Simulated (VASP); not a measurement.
A run of VASP 6.6.1 is set up as follows.

INCAR

```
PREC     = Accurate       # precision mode
ENCUT    = 520            # plane-wave cutoff, eV
EDIFF    = 1E-6           # SCF threshold, eV
ISMEAR   = 0              # smearing method
SIGMA    = 0.1            # smearing width, eV
LREAL    = False          # projectors in reciprocal space
LASPH    = True           # aspherical terms in the spheres
NELM     = 60             # most SCF steps
ALGO     = Normal         # electronic algorithm
ISIF     = 2              # what is computed and relaxed
LWAVE    = False          # write WAVECAR
LCHARG   = False          # write CHGCAR
LDIPOL   = True         
IDIPOL   = 3            
DIPOL    = 0.5 0.5 0.500
GGA      = PS             # functional
NBANDS   = 34             # bands
```

Contents of KPOINTS:

```
regular mesh
0
Gamma
  12 5 1
```

POSCAR

```
Al
1.0
    2.8394270070      0.0000000000      0.0000000000
    0.0000000000      6.9551473290      0.0000000000
    0.0000000000      0.0000000000     25.6557356544
Al
14
Direct
    0.5000000000      0.6601961610      0.2943289226
    0.0000000000      0.3324987563      0.3252653435
    0.5000000000      0.0000130001      0.3521442659
    0.0000000000      0.6660340510      0.3896427914
    0.5000000000      0.3313418380      0.4205093622
    0.0000000000      0.0004414791      0.4509793964
    0.5000000000      0.6683683016      0.4842874695
    0.0000000000      0.3316316984      0.5157125311
    0.5000000000     -0.0004414725      0.5490206036
    0.0000000000      0.6686581645      0.5794906369
    0.5000000000      0.3339659479      0.6103572124
    0.0000000000     -0.0000129878      0.6478557340
    0.5000000000      0.6675012310      0.6747346554
    0.0000000000      0.3398038313      0.7056710751
```

Potentials or basis: VASP PAW PBE potentials, release 64 (Al).

Command:

```bash
$ cat potpaw_PBE.64/Al/POTCAR > POTCAR
$ mpirun -np 1 vasp_std > vasp.out
```

What does it give for the largest force?

0.011 eV/Å.

Estimate the band gap on the k mesh.

zero (bands 21 and 22 overlap by 2.16 eV).

Forces in eV/Å, atoms in the order of the input:
```
Al   0.000 -0.002 -0.005
Al   0.000 -0.001  0.005
Al   0.000  0.006 -0.001
Al   0.000 -0.010  0.000
Al   0.000  0.009 -0.007
Al   0.000 -0.004  0.002
Al   0.000 -0.006 -0.005
Al   0.000  0.006  0.005
Al   0.000  0.004 -0.002
Al   0.000 -0.009  0.007
Al   0.000  0.010  0.000
Al   0.000 -0.006  0.001
Al   0.000  0.001 -0.005
Al   0.000  0.002  0.005
```

Caveat: the PAW data sets were made with another functional, which shifts forces and pressure a little.
